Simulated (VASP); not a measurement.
# Ti (P6_3/mmc) in VASP: further runs

Ti is run at these levels: PBE+D4, PBE, RPBE; tasks: single point.

Program: VASP 6.6.1. These are calculated values, not measurements. Logs are shortened: lines on timing, memory, paths and dates and some standing lists are left out, and cuts for length are marked.

**1. The cell of the first run**

It takes space group P6_3/mmc (No. 194, hexagonal). Conventional cell: a = 2.921 Å, b = 2.921 Å, c = 4.630 Å, α = 90.00°, β = 90.00°, γ = 120.00°. Ti (site symmetry -6m2) has 12 Ti at 2.86 to 2.92 Å within 3.8 Å.

**2. Single point, PBE+D4**

File INCAR:

```
  ALGO = Normal
  EDIFF = 1E-6
  ENCUT = 520
  GGA = PE
  ISIF = 2
  ISMEAR = 1
  IVDW = 13
  LASPH = True
  LCHARG = False
  LREAL = False
  LWAVE = False
  NBANDS = 19
  NELM = 100
  PREC = Accurate
  SIGMA = 0.1
```

File KPOINTS:

```
k-points
0
Gamma
  13 13 7
```

File POSCAR:

```
Ti
1.0
    2.9208618743      0.0000000000      0.0000000000
   -1.4604309372      2.5295405841      0.0000000000
    0.0000000000      0.0000000000      4.6301997300
Ti
2
Direct
    0.3333333333      0.6666666667      0.2500000000
    0.6666666667      0.3333333333      0.7500000000
```

Potentials or basis: VASP PAW PBE potentials, release 64 (Ti_sv).

Command:

```sh
$ cat potpaw_PBE.64/Ti_sv/POTCAR > POTCAR
$ mpirun -np 1 vasp_std > vasp.out
```

OUTCAR:

```text
EDIFF = 1E-6
   ENCUT = 520
   GGA = PE
   ISIF = 2
   ISMEAR = 1
   IVDW = 13
   LASPH = True
   LREAL = False
   NELM = 100
   PREC = Accurate

 ion  position               nearest neighbor table
   1  0.333  0.667  0.250-   2 2.86   2 2.86   2 2.86   2 2.86   2 2.86   2 2.86
   2  0.667  0.333  0.750-   1 2.86   1 2.86   1 2.86   1 2.86   1 2.86   1 2.86

  LATTYP: Found a hexagonal cell.
 ALAT       =     2.9208618743
 C/A-ratio  =     1.5852169426

  Lattice vectors:

 A1 = (   2.9208618743,   0.0000000000,   0.0000000000)
 A2 = (  -1.4604309372,   2.5295405841,   0.0000000000)
 A3 = (   0.0000000000,   0.0000000000,   4.6301997300)

Analysis of symmetry for initial positions (statically):
=====================================================================
 Subroutine PRICEL returns:
 Original cell was already a primitive cell.

 Routine SETGRP: Setting up the symmetry group for a
 hexagonal supercell.

 Subroutine GETGRP returns: Found 24 space group operations
 (whereof 12 operations were pure point group operations)
 out of a pool of 24 trial point group operations.

The static configuration has the point symmetry D_3d.
 The point group associated with its full space group is D_6h.

Analysis of symmetry for dynamics (positions and initial velocities):
=====================================================================
 Subroutine PRICEL returns:
 Original cell was already a primitive cell.

 Routine SETGRP: Setting up the symmetry group for a
 hexagonal supercell.

 Subroutine GETGRP returns: Found 24 space group operations
 (whereof 12 operations were pure point group operations)
 out of a pool of 24 trial point group operations.

The dynamic configuration has the point symmetry D_3d.
 The point group associated with its full space group is D_6h.

 Subroutine INISYM returns: Found 24 space group operations
 (whereof 12 operations are pure point group operations),
 and found     1 'primitive' translations

----------------------------------------------------------------------------------------

                                     Primitive cell

  volume of cell :      34.2099

  direct lattice vectors                    reciprocal lattice vectors
     2.920861874  0.000000000  0.000000000     0.342364700  0.197664352  0.000000000
    -1.460430937  2.529540584  0.000000000     0.000000000  0.395328704  0.000000000
     0.000000000  0.000000000  4.630199730     0.000000000  0.000000000  0.215973405

[... 82 lines left out ...]
   NELM   =    100;   NELMIN=  2; NELMDL= -5     # of ELM steps
   EDIFF  = 0.1E-05   stopping-criterion for ELM
   LREAL  =      F    real-space projection
   EDIFFG = 0.1E-04   stopping-criterion for IOM
   NSW    =      0    number of steps for IOM
   IBRION =     -1    ionic relax: 0-MD 1-quasi-New 2-CG
   NFREE  =      0    steps in history (QN), initial steepest desc. (CG)
   ISIF   =      2    stress and relaxation
   ISYM   =      2    0-nonsym 1-usesym 2-fastsym
   POTIM  = 0.5000    time-step for ionic-motion
   TEBEG  =    0.0;   TEEND  =   0.0 temperature during run
   PSTRESS=    0.0 pullay stress
   NELECT =      24.0000    total number of electrons
   NUPDOWN=      -1.0000    fix difference up-down
   EMIN   =  10.00;   EMAX   =-10.00  energy-range for DOS
   EFERMI =   0.00;   METHOD = LEGACY
   ISMEAR =     1;   SIGMA  =   0.10  broadening in eV -4-tet -1-fermi 0-gaus
   EFERMI_NEDOS =   21; number of points for ismear=-14 and -15
   IALGO  =     38    algorithm
   IMIX   =      4    mixing-type and parameters
     AMIX     =   0.40;   BMIX     =  1.00
     AMIX_MAG =   1.60;   BMIX_MAG =  1.00
  volume/ion in A,a.u.               =      17.10       115.43
  Fermi-wavevector in a.u.,A,eV,Ry     =   1.454659  2.748906 28.790363  2.116032
  Thomas-Fermi vector in A             =   2.571784
   LORBIT       =      0    0 simple, 1 ext, 2 COOP (PROOUT), +10 PAW based schemes
   GGA     = PE    functional components
   LHFCALC =     F    Hartree Fock is set to
   AEXX    =    0.0000 exact exchange contribution
   IVDW    =    13    specifies the selected vdW correction
   LEPSILON=     F    determine dielectric tensor
   LRPA    =     F    only Hartree local field effects (RPA)
 non-spin polarized calculation
 Methfessel and Paxton  Order N= 1 SIGMA  =   0.10
  energy-cutoff  :      520.00
  volume of cell :       34.21
 maximum number of plane-waves:       941
 NGX is ok and might be reduce to    24
   NGX = 11   NGY = 11   NGZ = 17

 number of electron      23.9999999 magnetization

 Free energy of the ion-electron system (eV)
  ---------------------------------------------------
  ext. energy  EPLUGINS =         0.00000000
  ---------------------------------------------------
  free energy    TOTEN  =       -15.66823224 eV

  energy without entropy =      -15.66794830  energy(sigma->0) =      -15.66813759

 E-fermi :   8.5195     XC(G=0): -11.5699

 val. band max:        8.5042946329   @ k =   0.3077   0.2308   0.4286
 cond. band min:       8.5204611884   @ k =   0.0769   0.0769   0.0000
 fundamental gap:      0.0161665555
 Fermi energy:         8.5194822047

 k-point     1 :       0.0000    0.0000    0.0000
  band No.  band energies     occupation
      1     -48.3394      2.00000
      2     -48.1945      2.00000
      3     -24.9455      2.00000
      4     -24.2692      2.00000
      5     -24.2692      2.00000
      6     -24.2033      2.00000
[... 505 lines left out ...]
      6     -24.2976      2.00000
[... 11 lines left out ...]
     18      10.3133     -0.00000
     19      11.8447      0.00000

 [... further k-points ...]

------------------------ aborting loop because EDIFF is reached ----------------------------------------

  DFT-D4 for vdW energy calculation

  Edisp (eV):   -0.40951

  FORCE on cell =-STRESS in cart. coord.  units (eV):
  Direction    XX          YY          ZZ          XY          YZ          ZX
  --------------------------------------------------------------------------------------
  -------------------------------------------------------------------------------------
  Total      -0.04808    -0.04808    -0.05091     0.00000     0.00000     0.00000
  in kB      -2.25170    -2.25170    -2.38434     0.00000     0.00000     0.00000
  external pressure =       -2.30 kB  Pullay stress =        0.00 kB

 VOLUME and BASIS-vectors are now :
 -----------------------------------------------------------------------------
  energy-cutoff  :      520.00
  volume of cell :       34.21
      direct lattice vectors                 reciprocal lattice vectors
     2.920861874  0.000000000  0.000000000     0.342364700  0.197664352  0.000000000
    -1.460430937  2.529540584  0.000000000     0.000000000  0.395328704  0.000000000
     0.000000000  0.000000000  4.630199730     0.000000000  0.000000000  0.215973405

 POSITION                                       TOTAL-FORCE (eV/Angst)
 -----------------------------------------------------------------------------------
     -0.00000      1.68636      1.15755         0.000000      0.000000      0.000000
      1.46043      0.84318      3.47265        -0.000000     -0.000000      0.000000
 -----------------------------------------------------------------------------------
    total drift:                               -0.000000      0.000000     -0.000000

  FREE ENERGIE OF THE ION-ELECTRON SYSTEM (eV)
  ---------------------------------------------------
  free  energy   TOTEN  =       -16.0777433306 eV

  energy  without entropy=      -16.0774593916  energy(sigma->0) =      -16.07764868
```

Wall time 27 s (1 thread of Intel Xeon Platinum 8488C (Sapphire Rapids), shared host); peak memory 0.17 GiB.

What came out:

| Quantity | Value |
| --- | --- |
| Free energy | -16.0777 eV |
| Pressure | -0.2 GPa |
| Band gap on the k mesh | zero (band 12 reaches 9.28 eV, above the bottom of band 13 at 8.16 eV) |
| Dispersion energy per atom | -0.205 eV |

Levels at points of the mesh, in eV from the Fermi level:
| k point | band 10 | band 11 | band 12 | band 13 | band 14 | band 15 |
| --- | --- | --- | --- | --- | --- | --- |
| (0.00, 0.00, 0.00) | -2.75 | 0.76 | 0.76 | 0.78 | 0.87 | 1.27 |

Caveat: pairwise dispersion overbinds metals, which lowers pressure and volume.

**3. Single point, PBE**

This run uses another cell than the first one, of 17.39 Å³/atom, 1.017 times its volume.

File INCAR:

```
PREC = Accurate
ENCUT = 520
EDIFF = 1E-6
ISMEAR = 1
SIGMA = 0.1
LREAL = F
LASPH = T
NELM = 60
ALGO = Normal
ISIF = 2
LWAVE = F
LCHARG = F
GGA = PE
NBANDS = 19
```

File KPOINTS:

```
Automatic mesh
0
Gamma
  13 13 7
```

File POSCAR:

```
Ti
1.0
    2.9378442332      0.0000000000      0.0000000000
   -1.4689221166      2.5442477383      0.0000000000
    0.0000000000      0.0000000000      4.6533964547
Ti
2
Direct
    0.3333333333      0.6666666667      0.2500000000
    0.6666666667      0.3333333333      0.7500000000
```

Potentials or basis: VASP PAW PBE potentials, release 64 (Ti_sv).

Command:

```sh
$ cat potpaw_PBE.64/Ti_sv/POTCAR > POTCAR
$ mpirun -np 1 vasp_std > vasp.out
```

OUTCAR:

```text
PREC = Accurate
   ENCUT = 520
   EDIFF = 1E-6
   ISMEAR = 1
   LREAL = F
   LASPH = T
   NELM = 60
   ISIF = 2
   GGA = PE

 ion  position               nearest neighbor table
   1  0.333  0.667  0.250-   2 2.88   2 2.88   2 2.88   2 2.88   2 2.88   2 2.88
   2  0.667  0.333  0.750-   1 2.88   1 2.88   1 2.88   1 2.88   1 2.88   1 2.88

  LATTYP: Found a hexagonal cell.
 ALAT       =     2.9378442332
 C/A-ratio  =     1.5839493470

  Lattice vectors:

 A1 = (   2.9378442332,   0.0000000000,   0.0000000000)
 A2 = (  -1.4689221166,   2.5442477383,   0.0000000000)
 A3 = (   0.0000000000,   0.0000000000,   4.6533964547)

Analysis of symmetry for initial positions (statically):
=====================================================================
 Subroutine PRICEL returns:
 Original cell was already a primitive cell.

 Routine SETGRP: Setting up the symmetry group for a
 hexagonal supercell.

[... 163 lines left out ...]
  ext. energy  EPLUGINS =         0.00000000
  ---------------------------------------------------
  free energy    TOTEN  =       -15.67087687 eV

  energy without entropy =      -15.67069397  energy(sigma->0) =      -15.67081591

 E-fermi :   8.3411     XC(G=0): -11.4915

 val. band max:        8.3298373545   @ k =   0.0769   0.0769   0.0000
 cond. band min:       8.3549290069   @ k =   0.2308   0.2308   0.4286
 fundamental gap:      0.0250916523
 Fermi energy:         8.3411089452

 k-point     1 :       0.0000    0.0000    0.0000
  band No.  band energies     occupation
      1     -48.5442      2.00000
      2     -48.4083      2.00000
      3     -25.1323      2.00000
      4     -24.4887      2.00000
      5     -24.4887      2.00000
      6     -24.4278      2.00000
[... 505 lines left out ...]
      6     -24.5155      2.00000
[... 11 lines left out ...]
     18      10.1030     -0.00000
     19      11.5992      0.00000

 [... further k-points ...]

------------------------ aborting loop because EDIFF is reached ----------------------------------------

  FORCE on cell =-STRESS in cart. coord.  units (eV):
  Direction    XX          YY          ZZ          XY          YZ          ZX
  --------------------------------------------------------------------------------------
  -------------------------------------------------------------------------------------
  Total       -0.0477309     -0.0477309     -0.0503892      0.0000000     -0.0000000      0.0000000
  in kB       -2.1986278     -2.1986278     -2.3210795      0.0000000     -0.0000000      0.0000000
  external PRESSURE =      -2.2394450 kB  Pullay stress =       0.0000000 kB

 VOLUME and BASIS-vectors are now :
 -----------------------------------------------------------------------------
  energy-cutoff  :      520.00
  volume of cell :       34.78
      direct lattice vectors                 reciprocal lattice vectors
     2.937844233  0.000000000  0.000000000     0.340385644  0.196521743  0.000000000
    -1.468922117  2.544247738  0.000000000     0.000000000  0.393043486  0.000000000
     0.000000000  0.000000000  4.653396455     0.000000000  0.000000000  0.214896798

 POSITION                                       TOTAL-FORCE (eV/Angst)
 -----------------------------------------------------------------------------------
     -0.00000      1.69617      1.16335         0.000000      0.000000      0.000000
      1.46892      0.84808      3.49005        -0.000000     -0.000000      0.000000
 -----------------------------------------------------------------------------------
    total drift:                               -0.000000      0.000000     -0.000000

  FREE ENERGIE OF THE ION-ELECTRON SYSTEM (eV)
  ---------------------------------------------------
  free  energy   TOTEN  =       -15.6708768719 eV

  energy  without entropy=      -15.6706939745  energy(sigma->0) =      -15.67081591
```

OSZICAR:

```text
N       E                     dE             d eps       ncg     rms          rms(c)
DAV:   1     0.262877032928E+03    0.26288E+03   -0.13019E+04  3192   0.157E+03
DAV:   2     0.127790178991E+02   -0.25010E+03   -0.24609E+03  3288   0.439E+02
DAV:   3    -0.163692877825E+02   -0.29148E+02   -0.28747E+02  5837   0.124E+02
DAV:   4    -0.176960642531E+02   -0.13268E+01   -0.13247E+01  3690   0.270E+01
DAV:   5    -0.177583336605E+02   -0.62269E-01   -0.62260E-01  4709   0.430E+00    0.118E+01
DAV:   6    -0.156689178453E+02    0.20894E+01   -0.76004E+00  3740   0.276E+01    0.296E+00
DAV:   7    -0.156521927338E+02    0.16725E-01   -0.71754E-01  4841   0.616E+00    0.207E+00
DAV:   8    -0.156782801224E+02   -0.26087E-01   -0.19908E-01  3487   0.512E+00    0.694E-01
DAV:   9    -0.156704558513E+02    0.78243E-02   -0.44248E-02  3628   0.213E+00    0.697E-02
DAV:  10    -0.156708511436E+02   -0.39529E-03   -0.31975E-03  4618   0.335E-01    0.795E-02
DAV:  11    -0.156708882336E+02   -0.37090E-04   -0.10284E-04  3987   0.723E-02    0.396E-02
DAV:  12    -0.156708762650E+02    0.11969E-04   -0.38670E-05  3444   0.543E-02    0.317E-03
DAV:  13    -0.156708768719E+02   -0.60692E-06   -0.11108E-06  2449   0.906E-03
   1 F= -.15670877E+02 E0= -.15670816E+02  d E =-.182897E-03
```

Run time: 27 s. Hardware: 1 thread of Intel Xeon Platinum 8488C (Sapphire Rapids), shared host; peak memory 0.17 GiB.

Results:

* Free energy: -15.6709 eV
* Pressure: -0.2 GPa
* Band gap on the k mesh: zero (band 12 reaches 9.10 eV, above the bottom of band 13 at 7.99 eV)

(Part 1 of 2 ends here.)
